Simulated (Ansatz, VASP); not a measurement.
**Two plane-wave programs on Mo**

The input INCAR:

```
SYSTEM = Mo
PREC = Accurate
ENCUT = 520
EDIFF = 1E-6
ISMEAR = 0
SIGMA = 0.15
LREAL = .FALSE.
LASPH = .TRUE.
NELM = 60
ALGO = Fast
ISIF = 2
LWAVE = .FALSE.
LCHARG = .FALSE.
GGA = PE
NBANDS = 13
```

File KPOINTS:

```
regular mesh
0
G
  22 22 22
  0 0 0
```

The input POSCAR:

```
Mo
1.0
   -1.5474350000      1.5710000000      1.5474350000
    1.5945650000     -1.5710000000      1.5945650000
    1.5474350000      1.5710000000     -1.5474350000
Mo
1
Direct
    0.0000000000      0.0000000000      0.0000000000
```

Input for Ansatz:

```yaml
crystal:
  lattice:
    - [-1.547435, 1.571, 1.547435]
    - [1.594565, -1.571, 1.594565]
    - [1.547435, 1.571, -1.547435]
  atoms:
    - { symbol: Mo, position: [0.0, 0.0, 0.0] }
basis:
  ecutwfc: 420
kpoints:
  mp_grid: { grid: [22, 22, 22] }
hamiltonian:
  xc: pbe
scf:
  occupations: { method: gaussian, width: 0.15 }
output:
  forces: true
  stress: true
  eigenvalues: true
```

Change from the starting cell: strain +0.0300 x Voigt [0, 0, 0, 0, 1, 0], atoms carried along.

Alike in both runs: task single point; functional PBE; k mesh 22 × 22 × 22; occupations gaussian, width 0.15 eV; no spin polarisation.

|  | VASP | Ansatz |
| --- | --- | --- |
| version | VASP 6.6.1 | Ansatz 0.2.0 |
| potentials or method | VASP PAW PBE potentials, release 64 (Mo_sv), cutoff 520 eV | scalar-relativistic, plane waves, PAW |
| valence electrons in the cell | 14 | 14 |

```tsv
	VASP	Ansatz	Ansatz less VASP
gap on the k mesh at the Fermi level (eV)	none	none	-
pressure (GPa)	5.6	5.0	-0.58
traceless stress, the component that is largest in VASP (GPa)	-3.20	-3.17	+0.023
```

A gap of «none» marks a metal or a gap that the smearing closes. The functional is the same, so the differences come from potentials, cutoffs and numerics.
